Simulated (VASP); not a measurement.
# SnO2 (P4_2/mnm) in VASP: a series of runs

The runs below take SnO2 through single point, with PBE.

Everything below comes from runs of VASP 6.6.1. Logs are shortened: lines on timing, memory, paths and dates and some standing lists are left out, and cuts for length are marked.

**1. The cell of the first run**

Symmetry: P4_2/mnm, No. 136, tetragonal system. Conventional cell: a = 4.888 Å, b = 4.888 Å, c = 3.253 Å, α = 90.00°, β = 90.00°, γ = 90.00°. Sn (site symmetry mmm) has 6 O at 2.10 to 2.12 Å within 2.8 Å. O (site symmetry m2m) has 3 Sn at 2.10 to 2.12 Å and 1 O at 2.66 Å within 2.8 Å.

**2. Single point, PBE (12.95 Å³/atom)**

The input, INCAR:

```
ALGO = Normal ; EDIFF = 1E-7
ENCUT = 520 ; GGA = PE
ISIF = 2 ; ISMEAR = 0
LASPH = T ; LCHARG = T
LELF = T ; LREAL = F
LVHAR = T ; LWAVE = F
NBANDS = 35 ; NELM = 80
PREC = Accurate ; SIGMA = 0.02
```

The input, KPOINTS:

```
k-points
0
Gamma
  6 6 8
```

The input, POSCAR:

```
SnO2
1.0
    4.8878336306      0.0000000000      0.0000000000
    0.0000000000      4.8878336306      0.0000000000
    0.0000000000      0.0000000000      3.2532737872
Sn O
2 4
Direct
    0.0000000000      0.0000000000      0.0000000000
    0.5000000000      0.5000000000      0.5000000000
    0.3073373857      0.3073373857      0.0000000000
    0.1926626143      0.8073373857      0.5000000000
    0.6926626143      0.6926626143      0.0000000000
    0.8073373857      0.1926626143      0.5000000000
```

Potentials or basis: VASP PAW PBE potentials, release 64 (Sn_d, O).

Launch:

```
cat potpaw_PBE.64/Sn_d/POTCAR potpaw_PBE.64/O/POTCAR > POTCAR
mpirun -np 1 vasp_std > vasp.out
```

OUTCAR:

```text
EDIFF = 1E-7
   ENCUT = 520
   GGA = PE
   ISIF = 2
   ISMEAR = 0
   LASPH = T
   LREAL = F
   NELM = 80
   PREC = Accurate

 ion  position               nearest neighbor table
   1  0.000  0.000  0.000-   4 2.10   6 2.10   4 2.10   6 2.10   5 2.12   3 2.12
   2  0.500  0.500  0.500-   3 2.10   5 2.10   3 2.10   5 2.10   4 2.12   6 2.12
   3  0.307  0.307  0.000-   2 2.10   2 2.10   1 2.12
   4  0.193  0.807  0.500-   1 2.10   1 2.10   2 2.12
   5  0.693  0.693  0.000-   2 2.10   2 2.10   1 2.12
   6  0.807  0.193  0.500-   1 2.10   1 2.10   2 2.12

  LATTYP: Found a simple tetragonal cell.
 ALAT       =     4.8878336306
 C/A-ratio  =     0.6655860312

  Lattice vectors:

 A1 = (   4.8878336306,   0.0000000000,   0.0000000000)
 A2 = (   0.0000000000,   4.8878336306,   0.0000000000)
 A3 = (   0.0000000000,   0.0000000000,   3.2532737872)

Analysis of symmetry for initial positions (statically):
=====================================================================
 Subroutine PRICEL returns:
 Original cell was already a primitive cell.

 Routine SETGRP: Setting up the symmetry group for a
 simple tetragonal supercell.

 Subroutine GETGRP returns: Found 16 space group operations
 (whereof  8 operations were pure point group operations)
 out of a pool of 16 trial point group operations.

The static configuration has the point symmetry D_2h.
 The point group associated with its full space group is D_4h.

Analysis of symmetry for dynamics (positions and initial velocities):
=====================================================================
 Subroutine PRICEL returns:
 Original cell was already a primitive cell.

 Routine SETGRP: Setting up the symmetry group for a
 simple tetragonal supercell.

 Subroutine GETGRP returns: Found 16 space group operations
 (whereof  8 operations were pure point group operations)
 out of a pool of 16 trial point group operations.

The dynamic configuration has the point symmetry D_2h.
 The point group associated with its full space group is D_4h.

 Subroutine INISYM returns: Found 16 space group operations
 (whereof  8 operations are pure point group operations),
 and found     1 'primitive' translations

----------------------------------------------------------------------------------------

[... 99 lines left out ...]
   NELM   =     80;   NELMIN=  2; NELMDL= -5     # of ELM steps
   EDIFF  = 0.1E-06   stopping-criterion for ELM
   LREAL  =      F    real-space projection
   EDIFFG = 0.1E-05   stopping-criterion for IOM
   NSW    =      0    number of steps for IOM
   IBRION =     -1    ionic relax: 0-MD 1-quasi-New 2-CG
   NFREE  =      0    steps in history (QN), initial steepest desc. (CG)
   ISIF   =      2    stress and relaxation
   ISYM   =      2    0-nonsym 1-usesym 2-fastsym
   POTIM  = 0.5000    time-step for ionic-motion
   TEBEG  =    0.0;   TEEND  =   0.0 temperature during run
   PSTRESS=    0.0 pullay stress
   NELECT =      52.0000    total number of electrons
   NUPDOWN=      -1.0000    fix difference up-down
   EMIN   =  10.00;   EMAX   =-10.00  energy-range for DOS
   EFERMI =   0.00;   METHOD = LEGACY
   ISMEAR =     0;   SIGMA  =   0.02  broadening in eV -4-tet -1-fermi 0-gaus
   EFERMI_NEDOS =   21; number of points for ismear=-14 and -15
   IALGO  =     38    algorithm
   IMIX   =      4    mixing-type and parameters
     AMIX     =   0.40;   BMIX     =  1.00
     AMIX_MAG =   1.60;   BMIX_MAG =  1.00
  volume/ion in A,a.u.               =      12.95        87.42
  Fermi-wavevector in a.u.,A,eV,Ry     =   1.431830  2.705766 27.893810  2.050137
  Thomas-Fermi vector in A             =   2.551524
   LORBIT       =      0    0 simple, 1 ext, 2 COOP (PROOUT), +10 PAW based schemes
   GGA     = PE    functional components
   LHFCALC =     F    Hartree Fock is set to
   AEXX    =    0.0000 exact exchange contribution
   IVDW    =     0    specifies the selected vdW correction
   LEPSILON=     F    determine dielectric tensor
   LRPA    =     F    only Hartree local field effects (RPA)
 non-spin polarized calculation
 Gauss-broadening in eV      SIGMA  =   0.02
  energy-cutoff  :      520.00
  volume of cell :       77.72
 maximum number of plane-waves:      2116
   NGX = 19   NGY = 19   NGZ = 13

 number of electron      51.9999977 magnetization

 Free energy of the ion-electron system (eV)
  ---------------------------------------------------
  ext. energy  EPLUGINS =         0.00000000
  ---------------------------------------------------
  free energy    TOTEN  =       -37.28800576 eV

  energy without entropy =      -37.28800576  energy(sigma->0) =      -37.28800576

 E-fermi :   5.3480     XC(G=0): -10.8178

 val. band max:        5.1979021981   @ k =   0.0000   0.0000   0.0000
 cond. band min:       5.6059564132   @ k =   0.0000   0.0000   0.0000
 fundamental gap:      0.4080542151
 Fermi energy:         5.3480460489

 k-point     1 :       0.0000    0.0000    0.0000
  band No.  band energies     occupation
      1     -15.8066      2.00000
      2     -15.2207      2.00000
      3     -15.0393      2.00000
      4     -15.0121      2.00000
      5     -15.0121      2.00000
      6     -14.9469      2.00000
[... 901 lines left out ...]
     34      16.8921      0.00000
     35      17.3026      0.00000

 [... further k-points ...]

------------------------ aborting loop because EDIFF is reached ----------------------------------------

  FORCE on cell =-STRESS in cart. coord.  units (eV):
  Direction    XX          YY          ZZ          XY          YZ          ZX
  --------------------------------------------------------------------------------------
  -------------------------------------------------------------------------------------
  Total       -1.9805583     -1.9805583     -1.8749464     -0.0000000      0.0000000      0.0000000
  in kB      -40.8267458    -40.8267458    -38.6496885     -0.0000000      0.0000000      0.0000000
  external PRESSURE =     -40.1010600 kB  Pullay stress =       0.0000000 kB

 VOLUME and BASIS-vectors are now :
 -----------------------------------------------------------------------------
  energy-cutoff  :      520.00
  volume of cell :       77.72
      direct lattice vectors                 reciprocal lattice vectors
     4.887833631  0.000000000  0.000000000     0.204589615  0.000000000  0.000000000
     0.000000000  4.887833631  0.000000000     0.000000000  0.204589615  0.000000000
     0.000000000  0.000000000  3.253273787     0.000000000  0.000000000  0.307382675

 POSITION                                       TOTAL-FORCE (eV/Angst)
 -----------------------------------------------------------------------------------
      0.00000      0.00000      0.00000        -0.000000      0.000000     -0.000000
      2.44392      2.44392      1.62664        -0.000000      0.000000     -0.000000
      1.50221      1.50221      0.00000        -0.012954     -0.012954      0.000000
      0.94170      3.94613      1.62664         0.012954     -0.012954      0.000000
      3.38562      3.38562      0.00000         0.012954      0.012954     -0.000000
      3.94613      0.94170      1.62664        -0.012954      0.012954     -0.000000
 -----------------------------------------------------------------------------------
    total drift:                                0.000000      0.000000      0.000000

  FREE ENERGIE OF THE ION-ELECTRON SYSTEM (eV)
  ---------------------------------------------------
  free  energy   TOTEN  =       -37.2880057616 eV

  energy  without entropy=      -37.2880057616  energy(sigma->0) =      -37.28800576
```

OSZICAR:

```text
N       E                     dE             d eps       ncg     rms          rms(c)
DAV:   1     0.637796446634E+03    0.63780E+03   -0.25628E+04  3828   0.226E+03
DAV:   2     0.593082460559E+02   -0.57849E+03   -0.54649E+03  3788   0.604E+02
DAV:   3    -0.379243763373E+02   -0.97233E+02   -0.95233E+02  3768   0.207E+02
DAV:   4    -0.432326443299E+02   -0.53083E+01   -0.52665E+01  4435   0.522E+01
DAV:   5    -0.433720045798E+02   -0.13936E+00   -0.13914E+00  4420   0.897E+00    0.154E+01
DAV:   6    -0.372296642481E+02    0.61423E+01   -0.17603E+01  5490   0.646E+01    0.596E+00
DAV:   7    -0.373208232009E+02   -0.91159E-01   -0.19998E+00  4019   0.788E+00    0.315E+00
DAV:   8    -0.372954501872E+02    0.25373E-01   -0.19903E-01  5092   0.372E+00    0.741E-01
DAV:   9    -0.372870448317E+02    0.84054E-02   -0.34457E-02  5601   0.266E+00    0.127E-01
DAV:  10    -0.372879401212E+02   -0.89529E-03   -0.44220E-03  4488   0.605E-01    0.470E-02
DAV:  11    -0.372880074557E+02   -0.67335E-04   -0.20005E-04  5572   0.126E-01    0.245E-02
DAV:  12    -0.372880087504E+02   -0.12948E-05   -0.13479E-05  5123   0.287E-02    0.154E-02
DAV:  13    -0.372880053844E+02    0.33660E-05   -0.10694E-05  4875   0.329E-02    0.345E-03
DAV:  14    -0.372880056738E+02   -0.28934E-06   -0.83126E-07  4034   0.645E-03    0.174E-03
DAV:  15    -0.372880057616E+02   -0.87873E-07   -0.31121E-08  2551   0.128E-03
   1 F= -.37288006E+02 E0= -.37288006E+02  d E =-.130954E-28
```

Wall time 1.9 min (1 thread of Intel Xeon 8259CL, shared host); peak memory 0.25 GiB.

Results:

* Free energy: -37.2880 eV
* Pressure: -4.0 GPa
* Largest force: 0.018 eV/Å
* Band gap on the k mesh: 0.41 eV

Forces in eV/Å, atoms in the order of the input:
```
Sn   0.000  0.000  0.000
Sn   0.000  0.000  0.000
O   -0.013 -0.013  0.000
O    0.013 -0.013  0.000
O    0.013  0.013  0.000
O   -0.013  0.013  0.000
```

Levels at points of the mesh, in eV from the valence-band top:
```
           k point  band 22  band 23  band 24  band 25  band 26  band 27  band 28  band 29  band 30  band 31
(0.00, 0.00, 0.00)    -1.25    -1.25    -0.72    -0.72     0.00     0.41     5.45     5.96     5.96     9.99
(0.50, 0.00, 0.00)    -1.84    -1.20    -1.20    -0.60    -0.60     3.60     3.60     6.68     6.68    10.03
(0.50, 0.50, 0.00)    -1.79    -1.31    -1.31    -0.84    -0.84     3.98     3.98     6.97     6.97    10.13
(0.00, 0.00, 0.50)    -2.52    -1.45    -1.45    -1.14    -1.14     5.29     5.29     9.14     9.14    10.06
(0.50, 0.00, 0.50)    -1.62    -0.98    -0.98    -0.78    -0.78     5.53     5.53     7.33     7.33    10.39
(0.50, 0.50, 0.50)    -2.47    -0.90    -0.90    -0.76    -0.76     4.11     4.11     8.42     8.42    10.33
```

Caveat: the cell stands under tension; semilocal functionals underestimate gaps, and a narrow one can read as zero; spin-orbit coupling is left out, which moves the levels of the heavy elements.

**3. Single point, PBE (13.33 Å³/atom)**

This run uses another cell than the first one, of 13.33 Å³/atom.

The input, INCAR:

```
PREC = Accurate
ENCUT = 520
EDIFF = 1E-6
ISMEAR = 0
SIGMA = 0.02
LREAL = False
LASPH = True
NELM = 80
ALGO = Normal
ISIF = 2
LWAVE = False
LCHARG = False
GGA = PE
NBANDS = 35
```

The input, KPOINTS:

```
regular mesh
0
Gamma
  6 6 8
```

The input, POSCAR:

```
SnO2
1.0
    4.9499236253      0.0000000000      0.0000000000
    0.0000000000      4.9499236253      0.0000000000
    0.0000000000      0.0000000000      3.2645632609
Sn O
2 4
Direct
    0.0000000000      0.0000000000      0.0000000000
    0.5000000000      0.5000000000      0.5000000000
    0.3083268591      0.3083268591      0.0000000000
    0.1916731409      0.8083268591      0.5000000000
    0.6916731409      0.6916731409      0.0000000000
    0.8083268591      0.1916731409      0.5000000000
```

Potentials or basis: VASP PAW PBE potentials, release 64 (Sn_d, O).

Launch:

```
cat potpaw_PBE.64/Sn_d/POTCAR potpaw_PBE.64/O/POTCAR > POTCAR
mpirun -np 1 vasp_std > vasp.out
```

Wall time 2 min (1 thread of Intel Xeon 8259CL, shared host); peak memory 0.25 GiB.

It converged, with:

* Free energy: -37.2060 eV
* Pressure: -7.7 GPa
* Largest force: 0.023 eV/Å
* Band gap on the k mesh: 0.19 eV

Forces on the atoms (eV/Å):
```
Sn   0.000  0.000  0.000
Sn   0.000  0.000  0.000
O   -0.016 -0.016  0.000
O    0.016 -0.016  0.000
O    0.016  0.016  0.000
O   -0.016  0.016  0.000
```

Stress tensor (GPa, compression positive):
```
-7.79  0.00  0.00
 0.00 -7.79  0.00
 0.00  0.00 -7.57
```

Levels at points of the mesh, in eV from the valence-band top:
| k point | band 24 | band 25 | band 26 | band 27 | band 28 | band 29 |
| --- | --- | --- | --- | --- | --- | --- |
| (0.00, 0.00, 0.00) | -0.71 | -0.71 | 0.00 | 0.19 | 5.23 | 5.87 |
| (0.50, 0.00, 0.00) | -1.18 | -0.59 | -0.59 | 3.34 | 3.34 | 6.58 |
| (0.50, 0.50, 0.00) | -1.29 | -0.82 | -0.82 | 3.71 | 3.71 | 6.81 |
| (0.00, 0.00, 0.50) | -1.37 | -1.11 | -1.11 | 5.02 | 5.02 | 8.93 |
| (0.50, 0.00, 0.50) | -0.93 | -0.80 | -0.80 | 5.25 | 5.25 | 7.07 |
| (0.50, 0.50, 0.50) | -0.89 | -0.73 | -0.73 | 3.90 | 3.90 | 8.21 |

Caveat: the cell stands under tension; semilocal functionals underestimate gaps, and a narrow one can read as zero; spin-orbit coupling is left out, which moves the levels of the heavy elements.
